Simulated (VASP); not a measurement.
# MgSe (Fm-3m) in VASP: further runs

Aim: see how the results for MgSe move with the level of theory and the settings. Levels: PBEsol, BLYP. Tasks: single point.

All numbers are computed with VASP 6.6.1; they aren't measurements. Logs are shortened: lines on timing, memory, paths and dates and some standing lists are left out, and cuts for length are marked.

### Step 1. The cell of the first run

It takes space group Fm-3m (No. 225, cubic). The conventional cell has a = 5.521 Å, b = 5.521 Å, c = 5.521 Å, α = 90.00°, β = 90.00°, γ = 90.00°. Mg (site symmetry m-3m) has 6 Se at 2.76 Å within 3.6 Å. Within 3.6 Å of Se (site symmetry m-3m) lie 6 Mg at 2.76 Å.

### Step 2. Single point, PBEsol (volume scaled by 1.04)

INCAR

```
SYSTEM = MgSe
PREC = Accurate
ENCUT = 600
EDIFF = 1E-6
ISMEAR = 0
SIGMA = 0.05
LREAL = .False.
LASPH = .True.
NELM = 120
ALGO = Normal
ISIF = 2
LWAVE = .False.
LCHARG = .True.
GGA = PS
LELF = .True.
LVHAR = .True.
NBANDS = 11
GGA_COMPAT = .False.
```

KPOINTS

```
regular mesh
0
Gamma
  8 8 8
  0 0 0
```

POSCAR

```
MgSe
1.0
    0.0000000000      2.7607175447      2.7607175447
    2.7607175447      0.0000000000      2.7607175447
    2.7607175447      2.7607175447      0.0000000000
Mg Se
1 1
Direct
    0.0000000000      0.0000000000      0.0000000000
    0.5000000000      0.5000000000      0.5000000000
```

Potentials or basis: VASP PAW PBE potentials, release 64 (Mg, Se).

The run is started by

```bash
$ cat potpaw_PBE.64/Mg/POTCAR potpaw_PBE.64/Se/POTCAR > POTCAR
$ mpirun -np 1 vasp_std > vasp.out
```

OUTCAR:

```text
SYSTEM = MgSe
   PREC = Accurate
   ENCUT = 600
   EDIFF = 1E-6
   ISMEAR = 0
   LREAL = .False.
   LASPH = .True.
   NELM = 120
   ISIF = 2
   GGA = PS

 ion  position               nearest neighbor table
   1  0.000  0.000  0.000-   2 2.76   2 2.76   2 2.76   2 2.76   2 2.76   2 2.76
   2  0.500  0.500  0.500-   1 2.76   1 2.76   1 2.76   1 2.76   1 2.76   1 2.76

  LATTYP: Found a face centered cubic cell.
 ALAT       =     5.5214350894

  Lattice vectors:

 A1 = (   0.0000000000,   2.7607175447,   2.7607175447)
 A2 = (   2.7607175447,   0.0000000000,   2.7607175447)
 A3 = (   2.7607175447,   2.7607175447,   0.0000000000)

Analysis of symmetry for initial positions (statically):
=====================================================================
 Subroutine PRICEL returns:
 Original cell was already a primitive cell.

 Routine SETGRP: Setting up the symmetry group for a
 face centered cubic supercell.

 Subroutine GETGRP returns: Found 48 space group operations
 (whereof 48 operations were pure point group operations)
 out of a pool of 48 trial point group operations.

The static configuration has the point symmetry O_h .

Analysis of symmetry for dynamics (positions and initial velocities):
=====================================================================
 Subroutine PRICEL returns:
 Original cell was already a primitive cell.

 Routine SETGRP: Setting up the symmetry group for a
 face centered cubic supercell.

 Subroutine GETGRP returns: Found 48 space group operations
 (whereof 48 operations were pure point group operations)
 out of a pool of 48 trial point group operations.

The dynamic configuration has the point symmetry O_h .

 Subroutine INISYM returns: Found 48 space group operations
 (whereof 48 operations are pure point group operations),
 and found     1 'primitive' translations

----------------------------------------------------------------------------------------

                                     Primitive cell

  volume of cell :      42.0820

  direct lattice vectors                    reciprocal lattice vectors
     0.000000000  2.760717545  2.760717545    -0.181112335  0.181112335  0.181112335
     2.760717545  0.000000000  2.760717545     0.181112335 -0.181112335  0.181112335
     2.760717545  2.760717545  0.000000000     0.181112335  0.181112335 -0.181112335

  length of vectors
     3.904244194  3.904244194  3.904244194     0.313695766  0.313695766  0.313695766

  position of ions in fractional coordinates (direct lattice)
     0.000000000  0.000000000  0.000000000
     0.500000000  0.500000000  0.500000000

  ion indices of the primitive-cell ions
   primitive index   ion index
                 1           1
                 2           2

----------------------------------------------------------------------------------------

 KPOINTS: regular mesh

Automatic generation of k-mesh.
 Grid dimensions read from file:
 generate k-points for:    8    8    8

 Generating k-lattice:

  Cartesian coordinates                     Fractional coordinates (reciprocal lattice)
    -0.022639042  0.022639042  0.022639042     0.125000000  0.000000000  0.000000000
     0.022639042 -0.022639042  0.022639042     0.000000000  0.125000000  0.000000000
     0.022639042  0.022639042 -0.022639042     0.000000000  0.000000000  0.125000000

  Length of vectors
     0.039211971  0.039211971  0.039211971

  Shift w.r.t. Gamma in fractional coordinates (k-lattice)
     0.000000000  0.000000000  0.000000000

 Subroutine IBZKPT returns following result:
 ===========================================

 Found     29 irreducible k-points:

 Following reciprocal coordinates:
            Coordinates               Weight
  0.000000  0.000000  0.000000      1.000000
  0.125000  0.000000  0.000000      8.000000
  0.250000  0.000000  0.000000      8.000000
  0.375000  0.000000  0.000000      8.000000
  0.500000  0.000000  0.000000      4.000000
  0.125000  0.125000  0.000000      6.000000
[... 16 lines left out ...]
  0.500000  0.250000  0.125000     48.000000
 -0.375000  0.250000  0.125000     24.000000
 [... further k-points ...]
   k-points           NKPTS =     29   k-points in BZ     NKDIM =     29   number of bands    NBANDS=     11
   number of dos      NEDOS =    301   number of ions     NIONS =      2
   total plane-waves  NPLWV =  32768
   dimension x,y,z NGX =    32 NGY =   32 NGZ =   32
   dimension x,y,z NGXF=    64 NGYF=   64 NGZF=   64
   ions per type =               1   1
   NGX,Y,Z   is equivalent  to a cutoff of  13.63, 13.63, 13.63 a.u.
   NGXF,Y,Z  is equivalent  to a cutoff of  27.25, 27.25, 27.25 a.u.
 SYSTEM =  MgSe
   PREC   = accura    normal or accurate (medium, high low for compatibility)
   ISTART =      0    job   : 0-new  1-cont  2-samecut
   ICHARG =      2    charge: 1-file 2-atom 10-const
   ISPIN  =      1    spin polarized calculation?
   LNONCOLLINEAR =      F non collinear calculations
   LSORBIT =      F    spin-orbit coupling
   LASPH  =      T    aspherical Exc in radial PAW
   ENCUT  =  600.0 eV  44.10 Ry    6.64 a.u.   7.80  7.80  7.80*2*pi/ulx,y,z
   NELM   =    120;   NELMIN=  2; NELMDL= -5     # of ELM steps
   EDIFF  = 0.1E-05   stopping-criterion for ELM
   LREAL  =      F    real-space projection
   EDIFFG = 0.1E-04   stopping-criterion for IOM
   NSW    =      0    number of steps for IOM
   IBRION =     -1    ionic relax: 0-MD 1-quasi-New 2-CG
   NFREE  =      0    steps in history (QN), initial steepest desc. (CG)
   ISIF   =      2    stress and relaxation
   ISYM   =      2    0-nonsym 1-usesym 2-fastsym
   POTIM  = 0.5000    time-step for ionic-motion
   TEBEG  =    0.0;   TEEND  =   0.0 temperature during run
   PSTRESS=    0.0 pullay stress
   NELECT =       8.0000    total number of electrons
   NUPDOWN=      -1.0000    fix difference up-down
   EMIN   =  10.00;   EMAX   =-10.00  energy-range for DOS
   EFERMI =   0.00;   METHOD = LEGACY
   ISMEAR =     0;   SIGMA  =   0.05  broadening in eV -4-tet -1-fermi 0-gaus
   EFERMI_NEDOS =   21; number of points for ismear=-14 and -15
   IALGO  =     38    algorithm
   IMIX   =      4    mixing-type and parameters
     AMIX     =   0.40;   BMIX     =  1.00
     AMIX_MAG =   1.60;   BMIX_MAG =  1.00
  volume/ion in A,a.u.               =      21.04       141.99
  Fermi-wavevector in a.u.,A,eV,Ry     =   0.941325  1.778846 12.056020  0.886092
  Thomas-Fermi vector in A             =   2.068825
   LORBIT       =      0    0 simple, 1 ext, 2 COOP (PROOUT), +10 PAW based schemes
   GGA     = PS    functional components
   LHFCALC =     F    Hartree Fock is set to
   AEXX    =    0.0000 exact exchange contribution
   IVDW    =     0    specifies the selected vdW correction
   LEPSILON=     F    determine dielectric tensor
   LRPA    =     F    only Hartree local field effects (RPA)
 non-spin polarized calculation
 Gauss-broadening in eV      SIGMA  =   0.05
  energy-cutoff  :      600.00
  volume of cell :       42.08
 maximum number of plane-waves:      1424
   NGX = 15   NGY = 15   NGZ = 15

 number of electron       8.0000000 magnetization

 Free energy of the ion-electron system (eV)
  ---------------------------------------------------
  ext. energy  EPLUGINS =         0.00000000
  ---------------------------------------------------
  free energy    TOTEN  =        -8.09332849 eV

  energy without entropy =       -8.09332849  energy(sigma->0) =       -8.09332849

 E-fermi :   3.0599     XC(G=0):  -9.4650

 val. band max:        2.8250830112   @ k =   0.0000   0.0000   0.0000
 cond. band min:       4.5254062561   @ k =   0.5000   0.5000   0.0000
 fundamental gap:      1.7003232449
 Fermi energy:         3.0599149892

 k-point     1 :       0.0000    0.0000    0.0000
  band No.  band energies     occupation
      1      -9.9375      2.00000
      2       2.8251      2.00000
      3       2.8251      2.00000
      4       2.8251      2.00000
      5       5.0763      0.00000
      6      10.1688      0.00000
      7      10.1688      0.00000
      8      10.1688      0.00000
      9      12.6955      0.00000
     10      12.6955      0.00000
     11      13.5678      0.00000

 k-point     2 :       0.1250    0.0000    0.0000
  band No.  band energies     occupation
      1      -9.8130      2.00000
      2       1.6090      2.00000
      3       2.7307      2.00000
      4       2.7307      2.00000
      5       6.0694      0.00000
      6       9.8161      0.00000
      7      10.3756      0.00000
      8      10.3756      0.00000
      9      11.6515      0.00000
     10      11.6515      0.00000
     11      13.2966      0.00000

 k-point     3 :       0.2500    0.0000    0.0000
  band No.  band energies     occupation
      1      -9.4807      2.00000
      2      -0.1228      2.00000
      3       2.5259      2.00000
      4       2.5259      2.00000
      5       6.7140      0.00000
      6       9.7820      0.00000
      7       9.7820      0.00000
      8      10.3248      0.00000
      9      12.2674      0.00000
     10      12.2674      0.00000
     11      12.5586      0.00000

 k-point     4 :       0.3750    0.0000    0.0000
  band No.  band energies     occupation
      1      -9.0873      2.00000
      2      -1.4498      2.00000
      3       2.3467      2.00000
      4       2.3467      2.00000
      5       6.5848      0.00000
      6       9.0710      0.00000
      7       9.0710      0.00000
      8      11.1697      0.00000
      9      12.8457      0.00000
     10      14.1465      0.00000
     11      14.1465      0.00000
[... 239 lines left out ...]
 k-point    22 :       0.3750    0.2500    0.1250
  band No.  band energies     occupation
      1      -9.2233      2.00000
      2      -0.3682      2.00000
      3       1.3521      2.00000
      4       2.1587      2.00000
      5       7.4971      0.00000
      6       8.7728      0.00000
      7       8.9027      0.00000
      8      11.0278      0.00000
      9      12.1764      0.00000
     10      15.0387      0.00000
     11      15.4313      0.00000

 k-point    23 :       0.5000    0.2500    0.1250
  band No.  band energies     occupation
      1      -8.8947      2.00000
      2      -1.1182      2.00000
      3       0.8236      2.00000
      4       1.8361      2.00000
      5       7.4432      0.00000
      6       8.3597      0.00000
      7       9.9031      0.00000
      8      10.9027      0.00000
      9      13.4383      0.00000
     10      15.2480      0.00000
     11      15.9613      0.00000

 k-point    24 :      -0.3750    0.2500    0.1250
  band No.  band energies     occupation
      1      -8.7421      2.00000
      2      -1.4562      2.00000
      3       0.6836      2.00000
      4       1.6664      2.00000
      5       7.4346      0.00000
      6       8.0733      0.00000
      7      10.3969      0.00000
      8      11.6333      0.00000
      9      13.6541      0.00000
     10      14.2491      0.00000
     11      16.6270      0.00000

 [... further k-points ...]

------------------------ aborting loop because EDIFF is reached ----------------------------------------

  FORCE on cell =-STRESS in cart. coord.  units (eV):
  Direction    XX          YY          ZZ          XY          YZ          ZX
  --------------------------------------------------------------------------------------
  -------------------------------------------------------------------------------------
  Total       -0.6337527     -0.6337527     -0.6337527      0.0000000      0.0000000     -0.0000000
  in kB      -24.1287294    -24.1287294    -24.1287294      0.0000000      0.0000000     -0.0000000
  external PRESSURE =     -24.1287294 kB  Pullay stress =       0.0000000 kB

 VOLUME and BASIS-vectors are now :
 -----------------------------------------------------------------------------
  energy-cutoff  :      600.00
  volume of cell :       42.08
      direct lattice vectors                 reciprocal lattice vectors
     0.000000000  2.760717545  2.760717545    -0.181112335  0.181112335  0.181112335
     2.760717545  0.000000000  2.760717545     0.181112335 -0.181112335  0.181112335
     2.760717545  2.760717545  0.000000000     0.181112335  0.181112335 -0.181112335

 POSITION                                       TOTAL-FORCE (eV/Angst)
 -----------------------------------------------------------------------------------
      0.00000      0.00000      0.00000         0.000000     -0.000000      0.000000
      2.76072      2.76072      2.76072        -0.000000      0.000000     -0.000000
 -----------------------------------------------------------------------------------
    total drift:                               -0.000000     -0.000000      0.000000

  FREE ENERGIE OF THE ION-ELECTRON SYSTEM (eV)
  ---------------------------------------------------
  free  energy   TOTEN  =        -8.0933284941 eV

  energy  without entropy=       -8.0933284941  energy(sigma->0) =       -8.09332849
```

Run time: 13 s. Hardware: 1 thread of Intel Xeon Platinum 8488C (Sapphire Rapids), shared host; peak memory 0.17 GiB.

Results:

| Property | Result |
| --- | --- |
| Free energy | -8.0933 eV |
| Pressure | -2.4 GPa |
| Band gap on the k mesh | 1.70 eV, indirect (least direct gap 2.25 eV) |

Caveat: the PAW data sets were made with another functional, which shifts forces and pressure a little. A k mesh can miss the band edges.

[end of part 1 of 2]
